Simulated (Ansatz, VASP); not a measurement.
**Mn: VASP beside Ansatz**

The input POSCAR:

```
Mn
1.0
    0.0000000000      2.4143131722      2.4143131722
    2.4143131722      0.0000000000      2.4143131722
    2.4143131722      2.4143131722      0.0000000000
Mn
2
Direct
    0.1250000000      0.1250000000      0.1250000000
    0.8750000000      0.8750000000      0.8750000000
```

File INCAR.step1:

```
ALGO     = Normal         # electronic algorithm
EDIFF    = 1E-4           # SCF threshold, eV
ENCUT    = 520            # plane-wave cutoff, eV
GGA      = PE             # functional
ISMEAR   = -1             # smearing method
ISPIN    = 2              # spin polarisation
LASPH    = True           # aspherical terms in the spheres
LCHARG   = False          # write CHGCAR
LMAXMIX  = 4              # l up to which the mixer works
LREAL    = False          # projectors in reciprocal space
LWAVE    = True           # write WAVECAR
MAGMOM   = -2.264 2.264   # initial moments
NBANDS   = 24             # bands
NELM     = 150            # most SCF steps
PREC     = Accurate       # precision mode
SIGMA    = 0.05           # smearing width, eV
```

Contents of INCAR.step2:

```
ALGO     = Normal         # electronic algorithm
EDIFF    = 1E-7           # SCF threshold, eV
ENCUT    = 520            # plane-wave cutoff, eV
ISIF     = 2              # what is computed and relaxed
ISMEAR   = -1             # smearing method
ISPIN    = 2              # spin polarisation
ISTART   = 1            
LASPH    = True           # aspherical terms in the spheres
LCHARG   = False          # write CHGCAR
LMAXMIX  = 4              # l up to which the mixer works
LMIXTAU  = True         
LORBIT   = 11             # projections on sites
LREAL    = False          # projectors in reciprocal space
LWAVE    = False          # write WAVECAR
MAGMOM   = -2.264 2.264   # initial moments
METAGGA  = R2SCAN         # meta-GGA
NBANDS   = 24             # bands
NELM     = 150            # most SCF steps
PREC     = Accurate       # precision mode
SIGMA    = 0.05           # smearing width, eV
```

File KPOINTS:

```
k-points
0
Gamma
  13 13 13
```

Input for Ansatz:

```yaml
crystal:
  lattice:
    - [0.0, 2.4143131722, 2.4143131722]
    - [2.4143131722, 0.0, 2.4143131722]
    - [2.4143131722, 2.4143131722, 0.0]
  atoms:
    - { symbol: Mn, position: [0.125, 0.125, 0.125], spin: -2.264 }
    - { symbol: Mn, position: [0.875, 0.875, 0.875], spin: 2.264 }
hamiltonian:
  xc: r2scan
  pseudopotentials:
    kind: paw
    azcp:
      Mn: "pseudopotentials/Mn.paw.azcp"
basis:
  ecutwfc: 500
  fft_grid_basis: typed
kpoints:
  mp_grid: { grid: [13, 13, 13], shift: [0, 0, 0] }
magnetization:
  spin_polarized: true
scf:
  occupations: { method: fermi_dirac, width: 0.05 }
  lower_state_search: "off"
output:
  stress: true
```

Alike in both runs: task single point; functional r2SCAN; k mesh 13 × 13 × 13; occupations fermi-dirac, width 0.05 eV; collinear spin.

```csv
,VASP,Ansatz
version,VASP 6.6.1,Ansatz 0.2.0
potentials or method,"VASP PAW PBE potentials, release 64 (Mn_pv), cutoff 520 eV","plane waves (500 eV) with PAW, scalar-relativistic"
valence electrons in the cell,26,30
```

Ansatz gave:

- net moment per atom (μB): 0.00
- size of the moment on the site where the two differ most (μB): 2.07

Q: What did VASP give for the same quantities?

A: net moment per atom (μB): 0.00; size of the moment on the site where the two differ most (μB): 2.30.

VASP's potentials were made for PBE, not for r2SCAN. Site moments also hang on the region over which each program counts them. VASP's potentials hold 26 valence electrons a cell and Ansatz's 30, so a difference there can come from the potentials and not from the codes. Ansatz's warnings: stability check not made.
